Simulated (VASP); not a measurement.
Input of a VASP 6.6.1 run:

The input INCAR:

```
  PREC = Accurate
  ENCUT = 600
  EDIFF = 1E-7
  ISMEAR = -1
  SIGMA = 0.05
  LREAL = False
  LASPH = True
  NELM = 80
  ALGO = Normal
  ISIF = 3
  LWAVE = False
  LCHARG = False
  GGA = PE
  IBRION = 2
  NSW = 60
  EDIFFG = -0.01
  PSTRESS = 100.0
```

File KPOINTS:

```
regular mesh
0
Gamma
  8 8 8
```

POSCAR

```
Sb
1.0
    2.1542000000      1.2437279499      3.7580000000
   -2.1542000000      1.2437279499      3.7580000000
    0.0000000000     -2.4874558998      3.7580000000
Sb
2
Direct
    0.7665100000      0.7665100000      0.7665100000
    0.2334900000      0.2334900000      0.2334900000
```

Potentials or basis: VASP PAW PBE potentials, release 64 (Sb).

The run is started by

```bash
$ cat potpaw_PBE.64/Sb/POTCAR > POTCAR
$ mpirun -np 1 vasp_std > vasp.out
```

Predict the space group after relaxing (to 0.05 Å).

R-3m (No. 166).

Estimate the relaxed cell.

a = 4.237 Å, b = 4.237 Å, c = 4.237 Å, α = 59.55°, β = 59.55°, γ = 59.55°.

Predict the band gap on the k mesh.

zero (band 5 reaches 8.78 eV, above the bottom of band 6 at 8.30 eV).

Predict the relaxed volume.

26.63 Å³/atom.

Forces in eV/Å, atoms in the order of the input:
```
Sb   0.000  0.000 -0.009
Sb   0.000  0.000  0.009
```

Caveat: the cell is relaxed towards a set pressure, so the enthalpy falls and the energy may rise; spin-orbit coupling is left out, which moves the levels of the heavy elements.
